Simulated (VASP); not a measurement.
# Al (P6_3/mmc) in VASP: notebook, part 2 of 2

VASP 6.6.1.

### 5 Single point, PBE+D3(BJ)

This run uses another cell than the first one, of 17.17 Å³/atom, 1.015 times its volume.

INCAR

```
ALGO     = Normal         # electronic algorithm
EDIFF    = 1E-6           # SCF threshold, eV
ENCUT    = 520            # plane-wave cutoff, eV
GGA      = PE             # functional
ISIF     = 2              # what is computed and relaxed
ISMEAR   = 0              # smearing method
IVDW     = 12             # dispersion correction
LASPH    = True           # aspherical terms in the spheres
LCHARG   = False          # write CHGCAR
LREAL    = False          # projectors in reciprocal space
LWAVE    = False          # write WAVECAR
NBANDS   = 14             # bands
NELM     = 60             # most SCF steps
PREC     = Accurate       # precision mode
SIGMA    = 0.15           # smearing width, eV
```

KPOINTS

```
k-points
0
Gamma
  18 18 4
```

POSCAR

```
Al
1.0
    2.6568000000      0.0000000000      0.0000000000
   -1.3284000000      2.3008562928      0.0000000000
    0.0000000000      0.0000000000     11.2371000000
Al
4
Direct
    0.0000000000      0.0000000000      0.0000000000
    0.3333333333      0.6666666667      0.2500000000
    0.0000000000      0.0000000000      0.5000000000
    0.6666666667      0.3333333333      0.7500000000
```

Potentials or basis: VASP PAW PBE potentials, release 64 (Al).

Run with:

```console
> cat potpaw_PBE.64/Al/POTCAR > POTCAR
> mpirun -np 1 vasp_std > vasp.out
```

OUTCAR:

```text
EDIFF = 1E-6
   ENCUT = 520
   GGA = PE
   ISIF = 2
   ISMEAR = 0
   IVDW = 12
   LASPH = True
   LREAL = False
   NELM = 60
   PREC = Accurate
 IVDW          = 12

 ion  position               nearest neighbor table
   1  0.000  0.000  0.000-   2 3.20   4 3.20   4 3.20   2 3.20   4 3.20   2 3.20
   2  0.333  0.667  0.250-   1 3.20   3 3.20   1 3.20   3 3.20   1 3.20   3 3.20
   3  0.000  0.000  0.500-   2 3.20   4 3.20   4 3.20   2 3.20   4 3.20   2 3.20
[... 616 lines left out ...]
  FORCE on cell =-STRESS in cart. coord.  units (eV):
  Direction    XX          YY          ZZ          XY          YZ          ZX
  --------------------------------------------------------------------------------------
  -------------------------------------------------------------------------------------
  Total       2.88990     2.88990    -4.84949     0.00000     0.00000    -0.00000
  in kB      67.40470    67.40470  -113.11070     0.00000     0.00000    -0.00000
  external pressure =        7.23 kB  Pullay stress =        0.00 kB

 VOLUME and BASIS-vectors are now :
 -----------------------------------------------------------------------------
  energy-cutoff  :      520.00
  volume of cell :       68.69
      direct lattice vectors                 reciprocal lattice vectors
     2.656800000  0.000000000  0.000000000     0.376392653  0.217310399  0.000000000
    -1.328400000  2.300856293  0.000000000     0.000000000  0.434620799  0.000000000
     0.000000000  0.000000000 11.237100000     0.000000000  0.000000000  0.088990932

 POSITION                                       TOTAL-FORCE (eV/Angst)
 -----------------------------------------------------------------------------------
      0.00000      0.00000      0.00000         0.000000     -0.000000     -0.000000
     -0.00000      1.53390      2.80927        -0.000000     -0.000000      0.000000
      0.00000      0.00000      5.61855         0.000000     -0.000000     -0.000000
      1.32840      0.76695      8.42783         0.000000      0.000000      0.000000
 -----------------------------------------------------------------------------------
    total drift:                               -0.000000      0.000000     -0.000000

  FREE ENERGIE OF THE ION-ELECTRON SYSTEM (eV)
  ---------------------------------------------------
  free  energy   TOTEN  =       -15.6225968349 eV

  energy  without entropy=      -15.6043004727  energy(sigma->0) =      -15.61344865
```

OSZICAR:

```text
N       E                     dE             d eps       ncg     rms          rms(c)
DAV:   1     0.670069378343E+01    0.67007E+01   -0.40685E+03  3108   0.649E+02
DAV:   2    -0.137788721976E+02   -0.20480E+02   -0.18994E+02  3964   0.869E+01
DAV:   3    -0.144582314463E+02   -0.67936E+00   -0.67000E+00  4286   0.130E+01
DAV:   4    -0.144642692274E+02   -0.60378E-02   -0.60358E-02  3642   0.147E+00
DAV:   5    -0.144643451729E+02   -0.75946E-04   -0.75945E-04  4258   0.174E-01    0.295E+00
DAV:   6    -0.143757191749E+02    0.88626E-01   -0.21318E-02  3792   0.644E-01    0.172E+00
DAV:   7    -0.143248874501E+02    0.50832E-01   -0.43354E-02  3824   0.948E-01    0.193E-01
DAV:   8    -0.143243912251E+02    0.49622E-03   -0.28087E-03  3756   0.277E-01    0.588E-02
DAV:   9    -0.143243151883E+02    0.76037E-04   -0.61332E-05  4254   0.424E-02    0.333E-02
DAV:  10    -0.143243159047E+02   -0.71643E-06   -0.53118E-06  3908   0.122E-02
   1 F= -.15622597E+02 E0= -.15613449E+02  d E =-.182964E-01
```

stdout:

```text
POSCAR found type information on POSCAR Al
 POSCAR found :  1 types and       4 ions
 scaLAPACK will be used
 LDA part: xc-table for (Slater+PW92), standard interpolation
 POSCAR, INCAR and KPOINTS ok, starting setup
 FFT: planning ... GRIDC
 FFT: planning ... GRID_SOFT
 FFT: planning ... GRID
 WAVECAR not read
 entering main loop
```

It took 57 s on 1 thread of AMD EPYC 9R45 (Zen 5), shared host; peak memory 0.2 GiB.

Results:

| Item | Value |
| --- | --- |
| Free energy | -15.6226 eV |
| Pressure | 0.7 GPa |
| Band gap on the k mesh | zero (band 6 reaches 9.54 eV, above the bottom of band 7 at 6.32 eV) |
| Dispersion energy per atom | -0.325 eV |

Caveat: pairwise dispersion overbinds metals, which lowers pressure and volume.

### 6 Single point, PBE+D3(BJ)

This run uses another cell than the first one, of 17.21 Å³/atom, 1.017 times its volume.

INCAR

```
PREC     = Accurate       # precision mode
ENCUT    = 520            # plane-wave cutoff, eV
EDIFF    = 1E-7           # SCF threshold, eV
ISMEAR   = 0              # smearing method
SIGMA    = 0.15           # smearing width, eV
LREAL    = False          # projectors in reciprocal space
LASPH    = True           # aspherical terms in the spheres
NELM     = 80             # most SCF steps
ALGO     = Normal         # electronic algorithm
ISIF     = 2              # what is computed and relaxed
LWAVE    = False          # write WAVECAR
LCHARG   = False          # write CHGCAR
GGA      = PE             # functional
IVDW     = 12             # dispersion correction
NBANDS   = 14             # bands
```

KPOINTS

```
Automatic mesh
0
Gamma
  18 18 4
```

POSCAR

```
Al
1.0
    2.9326000000      0.0000000000      0.0000000000
   -1.4663000000      2.5397060991      0.0000000000
    0.0000000000      0.0000000000      9.2410470711
Al
4
Direct
    0.0000000000      0.0000000000      0.0000000000
    0.3333333333      0.6666666667      0.2500000000
    0.0000000000      0.0000000000      0.5000000000
    0.6666666667      0.3333333333      0.7500000000
```

Potentials or basis: VASP PAW PBE potentials, release 64 (Al).

Run with:

```console
> cat potpaw_PBE.64/Al/POTCAR > POTCAR
> mpirun -np 1 vasp_std > vasp.out
```

Wall time 83 s (1 thread of AMD EPYC 9R45 (Zen 5), shared host); peak memory 0.21 GiB.

The run converged. Its results:

```
Free energy                : -16.1909 eV
Pressure                   : -5.8 GPa
Band gap on the k mesh     : zero (band 6 reaches 11.85 eV, above the bottom of band 7 at 5.96 eV)
Dispersion energy per atom : -0.322 eV
```

Stress tensor (GPa, compression positive):
```
-6.44  0.00  0.00
 0.00 -6.44  0.00
 0.00  0.00 -4.39
```

Levels at points of the mesh, in eV from the Fermi level:
```
           k point  band 4  band 5  band 6  band 7  band 8  band 9
(0.00, 0.00, 0.00)   -4.23   -3.88    4.02    4.04    9.79    9.79
(0.50, 0.00, 0.00)   -3.72   -3.38   -3.22    0.90    1.39    1.54
(0.00, 0.00, 0.50)   -6.99   -0.35   -0.35    8.93    8.93   10.09
(0.50, 0.00, 0.50)   -4.71   -1.77   -1.77   -1.13   -1.13    4.79
```

Caveat: pairwise dispersion overbinds metals, which lowers pressure and volume.

### 7 Summary

```csv
cell,gap on the mesh (eV),pressure (GPa)
"a = 2.736, b = 2.736, c = 10.439 Å, angles 90.0, 90.0, 120.0°, 4 atoms",none,-2.4
"a = 2.854, b = 2.854, c = 9.640 Å, angles 90.0, 90.0, 120.0°, 4 atoms",none,-5.0
"a = 2.696, b = 2.696, c = 10.838 Å, angles 90.0, 90.0, 120.0°, 4 atoms",none,-1.2
"a = 2.657, b = 2.657, c = 11.237 Å, angles 90.0, 90.0, 120.0°, 4 atoms",none,0.7
"a = 2.933, b = 2.933, c = 9.241 Å, angles 90.0, 90.0, 120.0°, 4 atoms",none,-5.8
```

Alike in all rows: task single point; level PBE+D3(BJ); potentials or basis VASP PAW PBE potentials, release 64 (Al); no spin polarisation; k mesh 18 × 18 × 4; cutoff (eV) 520; smearing gaussian 0.15 eV.

Caveats: pairwise dispersion overbinds metals, which lowers pressure and volume.

Absolute energies hang on the potentials; compare differences alone.
